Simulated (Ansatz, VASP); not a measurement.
**One calculation of CsSnI3, two programs**

```
Cs Sn I
1.0
     5.87818    0.00000    0.00000
     0.00000    5.87818    0.00000
     0.00000    0.00000    5.87818
Cs Sn I
1 1 3
Direct
  0.00000 0.00000 0.00000
  0.50000 0.50000 0.50000
  0.00000 0.50000 0.50000
  0.50000 0.00000 0.50000
  0.50000 0.50000 0.00000
```

Alike in both runs: task single point; functional PBEsol; k mesh 6 × 6 × 6; occupations gaussian, width 0.01 eV; no spin polarisation.

```csv
,VASP,Ansatz
version,VASP 6.6.1,Ansatz 0.2.0
potentials or method,"VASP PAW PBE potentials, release 64 (Cs_sv, Sn_d, I), cutoff 520 eV","scalar-relativistic, plane waves, PAW"
valence electrons in the cell,44,74
```

Ansatz gave:

```
gap on the k mesh at the Fermi level (eV) : none
pressure (GPa)                            : 3.1
```

Estimate VASP's values.

gap on the k mesh at the Fermi level (eV): none; pressure (GPa): 3.2.

VASP's potentials were made for PBE, not for PBEsol. A gap of «none» marks a metal or a gap that the smearing closes. With one functional, cell and mesh, what is left measures potentials, basis and numerics. VASP's potentials hold 44 valence electrons a cell and Ansatz's 74, so a difference there can come from the potentials and not from the codes.

Neither program's run includes spin-orbit coupling.
